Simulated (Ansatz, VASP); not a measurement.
One calculation of KCd2P2, two programs

```
K Cd P
1.0
     4.93935    0.00000    0.00000
    -2.46967    4.27760    0.00000
     0.00000    0.00000    6.52459
K Cd P
1 2 2
Direct
  0.66667 0.33333 0.00000
  0.66667 0.33333 0.50000
  0.33333 0.66667 0.00000
  0.00000 0.00000 0.67000
  0.00000 0.00000 0.33000
```

Change from the starting cell: species swapped into the Sr2ZnAs2 type (P-6m2, No. 187).

Alike in both runs: functional PBE; k mesh 6 × 6 × 2; occupations gaussian, width 0.1 eV; no spin polarisation.

Ansatz relaxed the structure, and its values are those at the end. VASP's run is a single point on that final structure, the one shown.

```csv
,VASP,Ansatz
version,VASP 6.6.1,Ansatz 0.2.0
potentials or method,"VASP PAW PBE potentials, release 64 (K_sv, Cd, P), cutoff 500 eV","scalar-relativistic, plane waves, PAW"
valence electrons in the cell,43,59
```

Ansatz gave:

| Property | Result |
| --- | --- |
| gap on the k mesh at the Fermi level (eV) | none |
| pressure (GPa) | 0.2 |
| rms of the force components (eV/Å) | 0.002 |

Q: What did VASP give for the same quantities?

A: gap on the k mesh at the Fermi level (eV): none; pressure (GPa): 0.3; rms of the force components (eV/Å): 0.013.

A gap of «none» marks a metal or a gap that the smearing closes. With one functional, cell and mesh, what is left measures potentials, basis and numerics. VASP's potentials hold 43 valence electrons a cell and Ansatz's 59, so a difference there can come from the potentials and not from the codes.

The k mesh is coarse, so the values compare programs but aren't converged.
